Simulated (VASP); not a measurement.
# Fe (Im-3m) in VASP: notebook, part 3 of 3

VASP 6.6.1. Earlier steps stand in the parts before.

### 5 Single point, RPBE, collinear spin, zero start (volume scaled by 1.06)

The input, INCAR:

```
SYSTEM = Fe
PREC = Accurate
ENCUT = 600
EDIFF = 1E-6
ISMEAR = -1
SIGMA = 0.01
LREAL = .FALSE.
LASPH = .TRUE.
NELM = 200
ALGO = Normal
ISIF = 2
LWAVE = .FALSE.
LCHARG = .TRUE.
ISPIN = 2
MAGMOM = 0
LORBIT = 11
NUPDOWN = 0.0
LMAXMIX = 4
GGA = RP
LELF = .TRUE.
LVHAR = .TRUE.
NBANDS = 14
GGA_COMPAT = .FALSE.
```

The input, KPOINTS:

```
regular mesh
0
G
  13 13 13
  0 0 0
```

The input, POSCAR:

```
Fe
1.0
   -1.4713013028      1.4713013028      1.4713013028
    1.4713013028     -1.4713013028      1.4713013028
    1.4713013028      1.4713013028     -1.4713013028
Fe
1
Direct
    0.0000000000      0.0000000000      0.0000000000
```

Potentials or basis: VASP PAW PBE potentials, release 64 (Fe).

The run is started by

```bash
$ cat potpaw_PBE.64/Fe/POTCAR > POTCAR
$ mpirun -np 1 vasp_std > vasp.out
```

OUTCAR:

```text
SYSTEM = Fe
   PREC = Accurate
   ENCUT = 600
   EDIFF = 1E-6
   ISMEAR = -1
   LREAL = .FALSE.
   LASPH = .TRUE.
   NELM = 200
   ISIF = 2
   ISPIN = 2
   LORBIT = 11
   NUPDOWN = 0.0
   GGA = RP

 ion  position               nearest neighbor table
   1  0.000  0.000  0.000-

  LATTYP: Found a body centered cubic cell.
 ALAT       =     2.9426026056

  Lattice vectors:

 A1 = (  -1.4713013028,   1.4713013028,   1.4713013028)
 A2 = (   1.4713013028,  -1.4713013028,   1.4713013028)
 A3 = (   1.4713013028,   1.4713013028,  -1.4713013028)

Analysis of symmetry for initial positions (statically):
=====================================================================
 Subroutine PRICEL returns:
 Original cell was already a primitive cell.

 Routine SETGRP: Setting up the symmetry group for a
 body centered cubic supercell.

 Subroutine GETGRP returns: Found 48 space group operations
 (whereof 48 operations were pure point group operations)
 out of a pool of 48 trial point group operations.

The static configuration has the point symmetry O_h .

Analysis of symmetry for dynamics (positions and initial velocities):
=====================================================================
 Subroutine PRICEL returns:
 Original cell was already a primitive cell.

 Routine SETGRP: Setting up the symmetry group for a
 body centered cubic supercell.

 Subroutine GETGRP returns: Found 48 space group operations
 (whereof 48 operations were pure point group operations)
 out of a pool of 48 trial point group operations.

The dynamic configuration has the point symmetry O_h .

Analysis of structural, dynamic, and magnetic symmetry:
=====================================================================
 Subroutine PRICEL returns:
 Original cell was already a primitive cell.

 Routine SETGRP: Setting up the symmetry group for a
 body centered cubic supercell.

 Subroutine GETGRP returns: Found 48 space group operations
 (whereof 48 operations were pure point group operations)
 out of a pool of 48 trial point group operations.

The overall configuration has the point symmetry O_h .

 Subroutine INISYM returns: Found 48 space group operations
 (whereof 48 operations are pure point group operations),
 and found     1 'primitive' translations

----------------------------------------------------------------------------------------

                                     Primitive cell

  volume of cell :      12.7399

  direct lattice vectors                    reciprocal lattice vectors
    -1.471301303  1.471301303  1.471301303     0.000000000  0.339835219  0.339835219
     1.471301303 -1.471301303  1.471301303     0.339835219  0.000000000  0.339835219
     1.471301303  1.471301303 -1.471301303     0.339835219  0.339835219  0.000000000

  length of vectors
     2.548368610  2.548368610  2.548368610     0.480599575  0.480599575  0.480599575

  position of ions in fractional coordinates (direct lattice)
     0.000000000  0.000000000  0.000000000

  ion indices of the primitive-cell ions
   primitive index   ion index
                 1           1

----------------------------------------------------------------------------------------

 KPOINTS: regular mesh

Automatic generation of k-mesh.
[... 68 lines left out ...]
   EDIFFG = 0.1E-04   stopping-criterion for IOM
   NSW    =      0    number of steps for IOM
   IBRION =     -1    ionic relax: 0-MD 1-quasi-New 2-CG
   NFREE  =      0    steps in history (QN), initial steepest desc. (CG)
   ISIF   =      2    stress and relaxation
   ISYM   =      2    0-nonsym 1-usesym 2-fastsym
   POTIM  = 0.5000    time-step for ionic-motion
   TEBEG  =    0.0;   TEEND  =   0.0 temperature during run
   PSTRESS=    0.0 pullay stress
   NELECT =       8.0000    total number of electrons
   NUPDOWN=       0.0000    fix difference up-down
   EMIN   =  10.00;   EMAX   =-10.00  energy-range for DOS
   EFERMI =   0.00;   METHOD = LEGACY
   ISMEAR =    -1;   SIGMA  =   0.01  broadening in eV -4-tet -1-fermi 0-gaus
   EFERMI_NEDOS =   21; number of points for ismear=-14 and -15
   IALGO  =     38    algorithm
   IMIX   =      4    mixing-type and parameters
     AMIX     =   0.40;   BMIX     =  1.00
     AMIX_MAG =   1.60;   BMIX_MAG =  1.00
  volume/ion in A,a.u.               =      12.74        85.97
  Fermi-wavevector in a.u.,A,eV,Ry     =   1.401898  2.649204 26.739790  1.965319
  Thomas-Fermi vector in A             =   2.524714
   LORBIT       =     11    0 simple, 1 ext, 2 COOP (PROOUT), +10 PAW based schemes
   GGA     = RP    functional components
   LHFCALC =     F    Hartree Fock is set to
   AEXX    =    0.0000 exact exchange contribution
   IVDW    =     0    specifies the selected vdW correction
   LEPSILON=     F    determine dielectric tensor
   LRPA    =     F    only Hartree local field effects (RPA)
 spin polarized calculation
  energy-cutoff  :      600.00
  volume of cell :       12.74
 maximum number of plane-waves:       438
   NGX = 11   NGY = 11   NGZ = 11

 number of electron       8.0000003 magnetization      -0.0000000

 number of electron       8.0000003 magnetization       0.0000000

 Free energy of the ion-electron system (eV)
  ---------------------------------------------------
  ext. energy  EPLUGINS =         0.00000000
  ---------------------------------------------------
  free energy    TOTEN  =        -6.99074434 eV

  energy without entropy =       -6.98884898  energy(sigma->0) =       -6.98979666

 E-fermi :   4.8864     XC(G=0): -12.4334

 val. band max:        4.8836613451   @ k =   0.2308   0.2308   0.0769
 cond. band min:       4.8864892930   @ k =   0.3077   0.1538   0.0769
 fundamental gap:      0.0028279479
 Fermi energy:         4.8864678005

 spin component 1

 k-point     1 :       0.0000    0.0000    0.0000
  band No.  band energies     occupation
      1      -2.8749      1.00000
      2       3.5307      1.00000
      3       3.5307      1.00000
      4       3.5307      1.00000
      5       4.8620      0.92011
      6       4.8620      0.92009
      7      28.5571      0.00000
      8      28.5571      0.00000
      9      28.5571      0.00000
     10      33.1072      0.00000
     11      33.1072      0.00000
     12      35.0946      0.00000
     13      35.0946      0.00000
     14      35.0946      0.00000
[... 379 lines left out ...]
      3       3.0544      1.00000
      4       4.7634      1.00000
      5       4.9524      0.00137
      6       5.5966      0.00000
      7      17.3885      0.00000
      8      21.2708      0.00000
      9      22.8092      0.00000
     10      30.0680      0.00000
     11      33.6512      0.00000
     12      35.8640      0.00000
     13      37.6340      0.00000
     14      40.8173      0.00000

 [... further k-points ...]

 spin component 2

 k-point     1 :       0.0000    0.0000    0.0000
  band No.  band energies     occupation
      1      -2.8749      1.00000
      2       3.5308      1.00000
      3       3.5308      1.00000
      4       3.5308      1.00000
      5       4.8619      0.92078
      6       4.8619      0.92075
      7      28.5571      0.00000
      8      28.5571      0.00000
      9      28.5571      0.00000
     10      33.1071      0.00000
     11      33.1071      0.00000
     12      35.0946      0.00000
     13      35.0946      0.00000
     14      35.2201      0.00000
[... 379 lines left out ...]
      3       3.0544      1.00000
      4       4.7633      1.00000
      5       4.9523      0.00138
      6       5.5967      0.00000
      7      17.3885      0.00000
      8      21.2708      0.00000
      9      22.8092      0.00000
     10      30.0680      0.00000
     11      33.6512      0.00000
     12      35.8640      0.00000
     13      37.6340      0.00000
     14      40.8174      0.00000

 [... further k-points ...]
[... 5 lines left out ...]
  --------------------------------------------------------------------------------------
  -------------------------------------------------------------------------------------
  Total       -2.2923598     -2.2923598     -2.2923598     -0.0000000      0.0000000     -0.0000000
  in kB     -288.2892896   -288.2892896   -288.2892896     -0.0000000      0.0000000     -0.0000000
  external PRESSURE =    -288.2892896 kB  Pullay stress =       0.0000000 kB

 VOLUME and BASIS-vectors are now :
 -----------------------------------------------------------------------------
  energy-cutoff  :      600.00
  volume of cell :       12.74
      direct lattice vectors                 reciprocal lattice vectors
    -1.471301303  1.471301303  1.471301303     0.000000000  0.339835219  0.339835219
     1.471301303 -1.471301303  1.471301303     0.339835219  0.000000000  0.339835219
     1.471301303  1.471301303 -1.471301303     0.339835219  0.339835219  0.000000000

 POSITION                                       TOTAL-FORCE (eV/Angst)
 -----------------------------------------------------------------------------------
      0.00000      0.00000      0.00000        -0.000000     -0.000000     -0.000000
 -----------------------------------------------------------------------------------
    total drift:                                0.000000     -0.000000      0.000000

  FREE ENERGIE OF THE ION-ELECTRON SYSTEM (eV)
  ---------------------------------------------------
  free  energy   TOTEN  =        -6.9907443400 eV

  energy  without entropy=       -6.9888489820  energy(sigma->0) =       -6.98979666

 total charge

# of ion       s       p       d       tot
------------------------------------------
    1        0.430   0.433   6.180   7.042

 magnetization (x)

# of ion       s       p       d       tot
------------------------------------------
    1        0.000   0.000  -0.000  -0.000
```

OSZICAR:

```text
N       E                     dE             d eps       ncg     rms          rms(c)
DAV:   1     0.235803421580E+02    0.23580E+02   -0.44536E+03  5032   0.802E+02
DAV:   2    -0.738597336531E+01   -0.30966E+02   -0.29064E+02  5094   0.134E+02
DAV:   3    -0.846218284407E+01   -0.10762E+01   -0.10490E+01  5732   0.250E+01
DAV:   4    -0.846625227271E+01   -0.40694E-02   -0.40689E-02  5472   0.142E+00
DAV:   5    -0.846627421346E+01   -0.21941E-04   -0.21941E-04  5760   0.105E-01    0.992E+00
DAV:   6    -0.722010760469E+01    0.12462E+01   -0.13992E+01  5778   0.418E+01    0.404E+00
DAV:   7    -0.700454056875E+01    0.21557E+00   -0.15777E+00  5844   0.129E+01    0.808E-01
DAV:   8    -0.699341542325E+01    0.11125E-01   -0.17372E-02  6710   0.102E+00    0.320E-01
DAV:   9    -0.699074290006E+01    0.26725E-02   -0.25529E-03  6068   0.256E-01    0.668E-02
DAV:  10    -0.699074775904E+01   -0.48590E-05   -0.71414E-06  5496   0.222E-02    0.250E-02
DAV:  11    -0.699074452435E+01    0.32347E-05   -0.35123E-07  4292   0.562E-03    0.222E-03
DAV:  12    -0.699074433995E+01    0.18439E-06   -0.27211E-08  2856   0.166E-03
   1 F= -.69907443E+01 E0= -.69897967E+01  d E =-.189536E-02  mag=    -0.0000
```

stdout:

```text
POSCAR found type information on POSCAR Fe
 POSCAR found :  1 types and       1 ions
 scaLAPACK will be used
 -----------------------------------------------------------------------------
|                                                                             |
|                                                                             |
|     You enforced a specific xc type in the INCAR file but a different       |
|     I HOPE YOU KNOW WHAT YOU ARE DOING!                                     |
|                                                                             |
 -----------------------------------------------------------------------------

 LDA part: xc-table for (Slater+PW92), standard interpolation
 POSCAR, INCAR and KPOINTS ok, starting setup
 FFT: planning ... GRIDC
 FFT: planning ... GRID_SOFT
 FFT: planning ... GRID
 WAVECAR not read
 entering main loop
```

Wall time 54 s (1 thread of Intel Xeon 8259CL, shared host); peak memory 0.15 GiB.

What came out:

```yaml
Free_energy: -6.9907 eV
Pressure: -28.8 GPa
Net_moment: 0.00 μB per cell
Valence_electrons_inside_the_program's_atomic_spheres: Fe 7.04
```

Caveat: the PAW data sets were made with another functional, which shifts forces and pressure a little; the total moment is fixed, so each spin has its own Fermi level.

### 6 Overview

| cell | pressure (GPa) | moment (μB) |
| --- | --- | --- |
| a = 2.499 Å, angles 109.5°, 1 atom | -22.1 | 0.00 |
| a = 2.516 Å, angles 109.5°, 1 atom | -24.6 | 0.00 |
| a = 2.532 Å, angles 109.5°, 1 atom | -26.9 | 0.00 |
| a = 2.548 Å, angles 109.5°, 1 atom | -28.8 | 0.00 |

Alike in all rows: task single point; level RPBE; potentials or basis VASP PAW PBE potentials, release 64 (Fe); spin collinear, zero start; fixed moment (μB) 0.0; k mesh 13 × 13 × 13; cutoff (eV) 600; smearing fermi-dirac 0.01 eV.

Caveats: the PAW data sets were made with another functional, which shifts forces and pressure a little; the total moment is fixed, so each spin has its own Fermi level.

Total energies depend on the potentials used, so only differences within one code and one set of settings carry meaning.
